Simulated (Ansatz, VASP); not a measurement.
## SnO in VASP and in Ansatz

Contents of INCAR:

```
SYSTEM = SnO
  PREC = Accurate
  ENCUT = 520
  EDIFF = 1E-6
  ISMEAR = 0
  SIGMA = 0.01
  LREAL = .False.
  LASPH = .True.
  NELM = 60
  ALGO = Normal
  ISIF = 2
  LWAVE = .False.
  LCHARG = .False.
  GGA = PS
  NBANDS = 28
```

KPOINTS

```
Automatic mesh
0
Gamma
  5 3 4
  0 0 0
```

Contents of POSCAR:

```
SnO
1.0
    3.3550050000      0.0000000000      0.0000000000
    0.0000000000      5.6741040000      0.0000000000
    0.0000000000      0.0000000000      4.2219700000
Sn O
2 2
Direct
    0.0000000000      0.2319089992      0.5131439991
    0.5000000000      0.7680910008      0.0131439991
    0.0000000000      0.8912500000      0.7368570004
    0.5000000000      0.1087500000      0.2368570004
```

Input for Ansatz:

```yaml
crystal:
  lattice:
    - [3.355005, 0.0, 0.0]
    - [0.0, 5.674104, 0.0]
    - [0.0, 0.0, 4.22197]
  atoms:
    - { symbol: Sn, position: [0.0, 0.23190899920057864, 0.513143999128369] }
    - { symbol: Sn, position: [0.5, 0.7680910007994214, 0.013143999128368984] }
    - { symbol: O, position: [0.0, 0.8912500000000001, 0.7368570004050242] }
    - { symbol: O, position: [0.5, 0.10875, 0.2368570004050242] }
kpoints:
  mp_grid:
    grid: [5, 3, 4]
hamiltonian:
  xc: pbesol
scf:
  occupations:
    method: fixed
output:
  polarization:
    string_points: 10
```

Alike in both runs: task single point; functional PBEsol; k mesh 5 × 3 × 4; no spin polarisation.

```csv
,VASP,Ansatz
version,VASP 6.6.1,Ansatz 0.2.0
potentials or method,"VASP PAW PBE potentials, release 64 (Sn_d, O)","plane waves, PAW"
plane-wave cutoff (eV),520,420
occupations,"gaussian, width 0.01 eV",fixed
valence electrons in the cell,40,40
```

|  | VASP | Ansatz | Ansatz less VASP |
| --- | --- | --- | --- |
| gap on the k mesh at the Fermi level (eV) | 1.54 | 1.55 | +0.011 |

VASP's potentials were made for PBE, not for PBEsol.
